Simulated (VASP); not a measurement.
# H (Cmce) in VASP: a series of runs, part 2 of 2

VASP 6.6.1. The steps go on from the part before.

### 3 Single point, LDA (strain +0.0200 x Voigt [1, 1, 0, 0, 0, 0])

The input, INCAR:

```
  ALGO = Normal
  EDIFF = 1E-6
  ENCUT = 520
  GGA = CA
  ISIF = 2
  ISMEAR = 0
  LASPH = T
  LCHARG = F
  LREAL = F
  LWAVE = F
  NBANDS = 10
  NELM = 100
  PREC = Accurate
  SIGMA = 0.05
```

The input, KPOINTS:

```
k-points
0
Gamma
  6 6 6
```

The input, POSCAR:

```
H
1.0
    2.6759510075     -2.6182429131      0.0000000000
    2.6759510075      2.6182429131      0.0000000000
    0.0000000000      0.0000000000      4.1418180000
H
4
Direct
    0.9532956300      0.0467043700      0.0685088900
    0.4532956300      0.5467043700      0.4314911100
    0.5467043700      0.4532956300      0.5685088900
    0.0467043700      0.9532956300      0.9314911100
```

Potentials or basis: VASP PAW LDA potentials, release 64 (H).

Run with:

```console
cat potpaw_LDA.64/H/POTCAR > POTCAR
mpirun -np 1 vasp_std > vasp.out
```

OUTCAR:

```text
EDIFF = 1E-6
   ENCUT = 520
   GGA = CA
   ISIF = 2
   ISMEAR = 0
   LASPH = T
   LREAL = F
   NELM = 100
   PREC = Accurate

 ion  position               nearest neighbor table
   1  0.953  0.047  0.069-   4 0.75
   2  0.453  0.547  0.431-   3 0.75
   3  0.547  0.453  0.569-   2 0.75
   4  0.047  0.953  0.931-   1 0.75

  LATTYP: Found a base centered orthorhombic cell.
 ALAT       =     5.2364858262
 B/A-ratio  =     1.0220407717
 C/A-ratio  =     0.7909537307

  Lattice vectors:

 A1 = (  -2.6759510075,  -2.6182429131,   0.0000000000)
 A2 = (   2.6759510075,  -2.6182429131,   0.0000000000)
 A3 = (   0.0000000000,   0.0000000000,   4.1418180000)

Analysis of symmetry for initial positions (statically):
=====================================================================
 Subroutine PRICEL returns:
 Original cell was already a primitive cell.

 Routine SETGRP: Setting up the symmetry group for a
 base centered orthorhombic supercell.

 Subroutine GETGRP returns: Found  8 space group operations
 (whereof  4 operations were pure point group operations)
 out of a pool of  8 trial point group operations.

The static configuration has the point symmetry C_2h.
 The point group associated with its full space group is D_2h.

Analysis of symmetry for dynamics (positions and initial velocities):
=====================================================================
 Subroutine PRICEL returns:
 Original cell was already a primitive cell.

 Routine SETGRP: Setting up the symmetry group for a
 base centered orthorhombic supercell.

 Subroutine GETGRP returns: Found  8 space group operations
 (whereof  4 operations were pure point group operations)
 out of a pool of  8 trial point group operations.

The dynamic configuration has the point symmetry C_2h.
 The point group associated with its full space group is D_2h.

 Subroutine INISYM returns: Found  8 space group operations
 (whereof  4 operations are pure point group operations),
 and found     1 'primitive' translations

----------------------------------------------------------------------------------------

                                     Primitive cell

  volume of cell :      58.0376

  direct lattice vectors                    reciprocal lattice vectors
     2.675951008 -2.618242913  0.000000000     0.186849460 -0.190967766  0.000000000
     2.675951008  2.618242913  0.000000000     0.186849460  0.190967766  0.000000000
     0.000000000  0.000000000  4.141818000     0.000000000  0.000000000  0.241439870

  length of vectors
     3.743782812  3.743782812  4.141818000     0.267172993  0.267172993  0.241439870

  position of ions in fractional coordinates (direct lattice)
     0.953295630  0.046704370  0.068508890
     0.453295630  0.546704370  0.431491110
     0.546704370  0.453295630  0.568508890
     0.046704370  0.953295630  0.931491110

  ion indices of the primitive-cell ions
   primitive index   ion index
                 1           1
                 2           2
                 3           3
                 4           4

[... 51 lines left out ...]
  0.500000  0.333333  0.166667      8.000000
 [... further k-points ...]
   k-points           NKPTS =     52   k-points in BZ     NKDIM =     52   number of bands    NBANDS=     10
   number of dos      NEDOS =    301   number of ions     NIONS =      4
   total plane-waves  NPLWV =  25088
   dimension x,y,z NGX =    28 NGY =   28 NGZ =   32
   dimension x,y,z NGXF=    56 NGYF=   56 NGZF=   64
   ions per type =               4
   NGX,Y,Z   is equivalent  to a cutoff of  12.43, 12.43, 12.84 a.u.
   NGXF,Y,Z  is equivalent  to a cutoff of  24.87, 24.87, 25.69 a.u.
 SYSTEM =  unknown system
   PREC   = accura    normal or accurate (medium, high low for compatibility)
   ISTART =      0    job   : 0-new  1-cont  2-samecut
   ICHARG =      2    charge: 1-file 2-atom 10-const
   ISPIN  =      1    spin polarized calculation?
   LNONCOLLINEAR =      F non collinear calculations
   LSORBIT =      F    spin-orbit coupling
   LASPH  =      T    aspherical Exc in radial PAW
   ENCUT  =  520.0 eV  38.22 Ry    6.18 a.u.   6.96  6.96  7.70*2*pi/ulx,y,z
   NELM   =    100;   NELMIN=  2; NELMDL= -5     # of ELM steps
   EDIFF  = 0.1E-05   stopping-criterion for ELM
   LREAL  =      F    real-space projection
   EDIFFG = 0.1E-04   stopping-criterion for IOM
   NSW    =      0    number of steps for IOM
   IBRION =     -1    ionic relax: 0-MD 1-quasi-New 2-CG
   NFREE  =      0    steps in history (QN), initial steepest desc. (CG)
   ISIF   =      2    stress and relaxation
   ISYM   =      2    0-nonsym 1-usesym 2-fastsym
   POTIM  = 0.5000    time-step for ionic-motion
   TEBEG  =    0.0;   TEEND  =   0.0 temperature during run
   PSTRESS=    0.0 pullay stress
   NELECT =       4.0000    total number of electrons
   NUPDOWN=      -1.0000    fix difference up-down
   EMIN   =  10.00;   EMAX   =-10.00  energy-range for DOS
   EFERMI =   0.00;   METHOD = LEGACY
   ISMEAR =     0;   SIGMA  =   0.05  broadening in eV -4-tet -1-fermi 0-gaus
   EFERMI_NEDOS =   21; number of points for ismear=-14 and -15
   IALGO  =     38    algorithm
   IMIX   =      4    mixing-type and parameters
     AMIX     =   0.40;   BMIX     =  1.00
     AMIX_MAG =   1.60;   BMIX_MAG =  1.00
  volume/ion in A,a.u.               =      14.51        97.91
  Fermi-wavevector in a.u.,A,eV,Ry     =   0.671210  1.268403  6.129737  0.450523
  Thomas-Fermi vector in A             =   1.746961
   LORBIT       =      0    0 simple, 1 ext, 2 COOP (PROOUT), +10 PAW based schemes
   GGA     = CA    functional components
   LHFCALC =     F    Hartree Fock is set to
   AEXX    =    0.0000 exact exchange contribution
   IVDW    =     0    specifies the selected vdW correction
   LEPSILON=     F    determine dielectric tensor
   LRPA    =     F    only Hartree local field effects (RPA)
 non-spin polarized calculation
 Gauss-broadening in eV      SIGMA  =   0.05
  energy-cutoff  :      520.00
  volume of cell :       58.04
 maximum number of plane-waves:      1578
   NGX = 13   NGY = 13   NGZ = 15

 number of electron       4.0000003 magnetization

 Free energy of the ion-electron system (eV)
  ---------------------------------------------------
  ext. energy  EPLUGINS =         0.00000000
  ---------------------------------------------------
  free energy    TOTEN  =       -13.50277611 eV

  energy without entropy =      -13.50277611  energy(sigma->0) =      -13.50277611

 E-fermi :  -8.2280     XC(G=0):  -5.3177

 val. band max:       -8.4933165351   @ k =   0.0000   0.0000   0.0000
 cond. band min:       0.2015998694   @ k =   0.5000   0.0000   0.5000
 fundamental gap:      8.6949164046
 Fermi energy:        -8.2280361318

 k-point     1 :       0.0000    0.0000    0.0000
  band No.  band energies     occupation
      1     -10.3270      2.00000
      2      -8.4933      2.00000
      3       2.5425      0.00000
      4       3.4913      0.00000
      5       4.0017      0.00000
      6       5.9335      0.00000
      7       6.2710      0.00000
      8       7.5009      0.00000
      9       9.9463      0.00000
     10      10.6857      0.00000
[... 287 lines left out ...]
 k-point    24 :       0.5000    0.3333    0.1667
  band No.  band energies     occupation
      1      -9.1256      2.00000
      2      -8.9947      2.00000
      3       0.8354      0.00000
      4       1.6367      0.00000
      5       3.6014      0.00000
      6       4.7869      0.00000
      7       7.0222      0.00000
      8       8.1626      0.00000
      9       8.5835      0.00000
     10       9.0460      0.00000

 [... further k-points ...]

------------------------ aborting loop because EDIFF is reached ----------------------------------------

  FORCE on cell =-STRESS in cart. coord.  units (eV):
  Direction    XX          YY          ZZ          XY          YZ          ZX
  --------------------------------------------------------------------------------------
  -------------------------------------------------------------------------------------
  Total       -0.2377064      0.1612933      0.3432752      0.0000000      0.0000000      0.0000000
  in kB       -6.5620917      4.4526410      9.4764115      0.0000000      0.0000000      0.0000000
  external PRESSURE =       2.4556536 kB  Pullay stress =       0.0000000 kB

 VOLUME and BASIS-vectors are now :
 -----------------------------------------------------------------------------
  energy-cutoff  :      520.00
  volume of cell :       58.04
      direct lattice vectors                 reciprocal lattice vectors
     2.675951008 -2.618242913  0.000000000     0.186849460 -0.190967766  0.000000000
     2.675951008  2.618242913  0.000000000     0.186849460  0.190967766  0.000000000
     0.000000000  0.000000000  4.141818000     0.000000000  0.000000000  0.241439870

 POSITION                                       TOTAL-FORCE (eV/Angst)
 -----------------------------------------------------------------------------------
      2.67595     -2.37368      0.28375         0.000000      0.450869      0.523479
      2.67595      0.24457      1.78716         0.000000      0.450869     -0.523479
      2.67595     -0.24457      2.35466         0.000000     -0.450869      0.523479
      2.67595      2.37368      3.85807         0.000000     -0.450869     -0.523479
 -----------------------------------------------------------------------------------
    total drift:                                0.000000      0.000000      0.000000

  FREE ENERGIE OF THE ION-ELECTRON SYSTEM (eV)
  ---------------------------------------------------
  free  energy   TOTEN  =       -13.5027761075 eV

  energy  without entropy=      -13.5027761075  energy(sigma->0) =      -13.50277611
```

OSZICAR:

```text
N       E                     dE             d eps       ncg     rms          rms(c)
DAV:   1    -0.102361219340E+02   -0.10236E+02   -0.11361E+03  1040   0.260E+02
DAV:   2    -0.147162970122E+02   -0.44802E+01   -0.44391E+01  1410   0.388E+01
DAV:   3    -0.148327025062E+02   -0.11641E+00   -0.11635E+00  1244   0.512E+00
DAV:   4    -0.148330057520E+02   -0.30325E-03   -0.30324E-03  1180   0.322E-01
DAV:   5    -0.148330067757E+02   -0.10236E-05   -0.10237E-05  1162   0.183E-02    0.638E+00
DAV:   6    -0.138962786701E+02    0.93673E+00   -0.51462E-01  1072   0.259E+00    0.338E+00
DAV:   7    -0.134979091474E+02    0.39837E+00   -0.90699E-01  1088   0.355E+00    0.388E-01
DAV:   8    -0.135040713831E+02   -0.61622E-02   -0.10299E-02  1088   0.387E-01    0.193E-01
DAV:   9    -0.135027681803E+02    0.13032E-02   -0.22655E-03  1154   0.167E-01    0.195E-02
DAV:  10    -0.135027709201E+02   -0.27398E-05   -0.41003E-05  1106   0.324E-02    0.971E-03
DAV:  11    -0.135027760990E+02   -0.51788E-05   -0.34241E-06  1152   0.675E-03    0.598E-04
DAV:  12    -0.135027761075E+02   -0.85903E-08   -0.61592E-08   670   0.126E-03
   1 F= -.13502776E+02 E0= -.13502776E+02  d E =-.777640E-16
```

Wall time 20 s (1 thread of Intel Xeon 8259CL, shared host); peak memory 0.15 GiB.

What came out:

```yaml
Free_energy: -13.5028 eV
Pressure: 0.2 GPa
Largest_force: 0.691 eV/Å
Band_gap_on_the_k_mesh: 8.69 eV (least direct gap 9.32 eV)
```

Forces on the atoms (eV/Å):
```
H    0.000  0.451  0.523
H    0.000  0.451 -0.523
H    0.000 -0.451  0.523
H    0.000 -0.451 -0.523
```

Stress tensor (GPa, compression positive):
```
-0.66  0.00  0.00
 0.00  0.45  0.00
 0.00  0.00  0.95
```

Levels at points of the mesh, in eV from the valence-band top:
| k point | band 1 | band 2 | band 3 | band 4 | band 5 |
| --- | --- | --- | --- | --- | --- |
| (0.00, 0.00, 0.00) | -1.83 | 0.00 | 11.04 | 11.98 | 12.49 |
| (0.50, 0.00, 0.00) | -0.79 | -0.79 | 10.24 | 10.24 | 13.43 |
| (0.50, 0.50, 0.00) | -0.62 | -0.44 | 8.96 | 9.72 | 13.78 |
| (0.00, 0.00, 0.50) | -0.91 | -0.91 | 9.92 | 9.92 | 14.93 |
| (0.50, 0.00, 0.50) | -0.63 | -0.63 | 8.69 | 8.69 | 15.10 |
| (0.50, 0.50, 0.50) | -0.42 | -0.42 | 10.44 | 10.44 | 11.89 |

Caveat: the cell differs from its parent crystal (strain +0.0200 x Voigt [1, 1, 0, 0, 0, 0]).

### 4 Single point, LDA (strain +0.0175 x Voigt [1, 1, 0, 0, 0, 0])

The input, INCAR:

```
ALGO = Normal
EDIFF = 1E-6
ENCUT = 520
ISIF = 2
ISMEAR = 0
LASPH = True
LCHARG = False
LREAL = False
LWAVE = False
NBANDS = 10
NELM = 60
PREC = Accurate
SIGMA = 0.05
```

KPOINTS is that of step 3.

POSCAR, as its differences from that of step 3:

```diff
@@ -2,4 +2,4 @@
 1.0
-    2.6759510075     -2.6182429131      0.0000000000
-    2.6759510075      2.6182429131      0.0000000000
+    2.6693923040     -2.6118256511      0.0000000000
+    2.6693923040      2.6118256511      0.0000000000
     0.0000000000      0.0000000000      4.1418180000
```

Run with:

```console
cat potpaw_LDA.64/H/POTCAR > POTCAR
mpirun -np 1 vasp_std > vasp.out
```

It took 19 s on 1 thread of Intel Xeon 8259CL, shared host; peak memory 0.15 GiB.

Results (log left out):

- Free energy: -13.5027 eV
- Pressure: 0.3 GPa
- Largest force: 0.720 eV/Å
- Band gap on the k mesh: 8.69 eV (least direct gap 9.33 eV)

Forces on the atoms (eV/Å):
```
H    0.000  0.469  0.546
H    0.000  0.469 -0.546
H    0.000 -0.469  0.546
H    0.000 -0.469 -0.546
```

Stress tensor (GPa, compression positive):
```
-0.66  0.00  0.00
 0.00  0.49  0.00
 0.00  0.00  1.02
```

Levels at points of the mesh, in eV from the valence-band top:
```
           k point  band 1  band 2  band 3  band 4  band 5  band 6
(0.00, 0.00, 0.00)   -1.85    0.00   11.02   12.01   12.53   14.46
(0.50, 0.00, 0.00)   -0.79   -0.79   10.25   10.25   13.43   13.43
(0.50, 0.50, 0.00)   -0.62   -0.44    8.97    9.73   13.79   14.70
(0.00, 0.00, 0.50)   -0.91   -0.91    9.94    9.94   14.97   14.97
(0.50, 0.00, 0.50)   -0.63   -0.63    8.69    8.69   15.13   15.13
(0.50, 0.50, 0.50)   -0.42   -0.42   10.45   10.45   11.89   11.89
```

Caveat: the cell differs from its parent crystal (strain +0.0175 x Voigt [1, 1, 0, 0, 0, 0]).

### 5 Single point, LDA, collinear spin, zero start

This run uses another cell than the first one, of 13.81 Å³/atom.

The input, INCAR:

```
SYSTEM = H
PREC = Accurate ; ENCUT = 520
EDIFF = 1E-6 ; ISMEAR = 0
SIGMA = 0.05 ; LREAL = .False.
LASPH = .True. ; NELM = 150
ALGO = Normal ; ISIF = 2
LWAVE = .False. ; LCHARG = .True.
ISPIN = 2 ; MAGMOM = 0 0 0 0
LORBIT = 11 ; GGA = CA
LELF = .True. ; LVHAR = .True.
NBANDS = 14
```

The input, KPOINTS:

```
regular mesh
0
Gamma
  6 6 6
  0 0 0
```

POSCAR, as its differences from that of step 4:

```diff
@@ -2,4 +2,4 @@
 1.0
-    2.6693923040     -2.6118256511      0.0000000000
-    2.6693923040      2.6118256511      0.0000000000
+    2.6103639730     -2.5540702927      0.0000000000
+    2.6103639730      2.5540702927      0.0000000000
     0.0000000000      0.0000000000      4.1418180000
```

Run with:

```console
cat potpaw_LDA.64/H/POTCAR > POTCAR
mpirun -np 1 vasp_std > vasp.out
```

It took 54 s on 1 thread of Intel Xeon 8259CL, shared host; peak memory 0.18 GiB.

The run converged. Its results:

```
Free energy                                           : -13.5000 eV
Pressure                                              : 0.7 GPa
Largest force                                         : 0.983 eV/Å
Band gap on the k mesh                                : 8.69 eV (least direct gap 9.36 eV)
Net moment                                            : 0.00 μB per cell
Valence electrons inside the program's atomic spheres : H 0.63
```

Forces on the atoms (eV/Å):
```
H    0.000  0.633  0.752
H    0.000  0.633 -0.752
H    0.000 -0.633  0.752
H    0.000 -0.633 -0.752
```

Stress tensor (GPa, compression positive):
```
-0.71  0.00  0.00
 0.00  0.93  0.00
 0.00  0.00  1.74
```

Levels at points of the mesh, in eV from the valence-band top:
Spin up:
```tsv
k point	band 1	band 2	band 3	band 4	band 5	band 6
(0.00, 0.00, 0.00)	-1.97	0.00	10.92	12.23	12.83	14.78
(0.50, 0.00, 0.00)	-0.83	-0.83	10.32	10.32	13.49	13.49
(0.50, 0.50, 0.00)	-0.63	-0.45	9.07	9.81	13.91	14.87
(0.00, 0.00, 0.50)	-0.99	-0.99	10.05	10.05	15.28	15.28
(0.50, 0.00, 0.50)	-0.67	-0.67	8.69	8.69	15.39	15.39
(0.50, 0.50, 0.50)	-0.43	-0.43	10.56	10.56	11.98	11.98
```
Spin down:
| k point | band 1 | band 2 | band 3 | band 4 | band 5 | band 6 | band 7 |
| --- | --- | --- | --- | --- | --- | --- | --- |
| (0.00, 0.00, 0.00) | -1.97 | 0.00 | 10.92 | 12.23 | 12.83 | 14.78 | 14.85 |
| (0.50, 0.00, 0.00) | -0.83 | -0.83 | 10.32 | 10.32 | 13.49 | 13.49 | 16.86 |
| (0.50, 0.50, 0.00) | -0.63 | -0.45 | 9.07 | 9.81 | 13.91 | 14.87 | 15.11 |
| (0.00, 0.00, 0.50) | -0.99 | -0.99 | 10.05 | 10.05 | 15.28 | 15.28 | 16.87 |
| (0.50, 0.00, 0.50) | -0.67 | -0.67 | 8.69 | 8.69 | 15.39 | 15.39 | 16.76 |
| (0.50, 0.50, 0.50) | -0.43 | -0.43 | 10.56 | 10.56 | 11.98 | 11.98 | 12.15 |

A k mesh can miss the band edges.

### 6 The runs side by side

```tsv
spin	cell	gap on the mesh (eV)	pressure (GPa)	largest force (eV/Å)
off	a = 3.725, b = 3.725, c = 4.142 Å, angles 90.0, 90.0, 88.8°, 4 atoms	8.69	0.3	0.75
off	a = 3.744, b = 3.744, c = 4.142 Å, angles 90.0, 90.0, 88.8°, 4 atoms	8.69	0.2	0.69
off	a = 3.735, b = 3.735, c = 4.142 Å, angles 90.0, 90.0, 88.8°, 4 atoms	8.69	0.3	0.72
collinear, zero start	a = 3.652, b = 3.652, c = 4.142 Å, angles 90.0, 90.0, 88.8°, 4 atoms	8.69	0.7	0.98
```

Alike in all rows: task single point; level LDA; potentials or basis VASP PAW LDA potentials, release 64 (H); k mesh 6 × 6 × 6; cutoff (eV) 520; smearing gaussian 0.05 eV.

Total energies depend on the potentials used, so only differences within one code and one set of settings carry meaning.
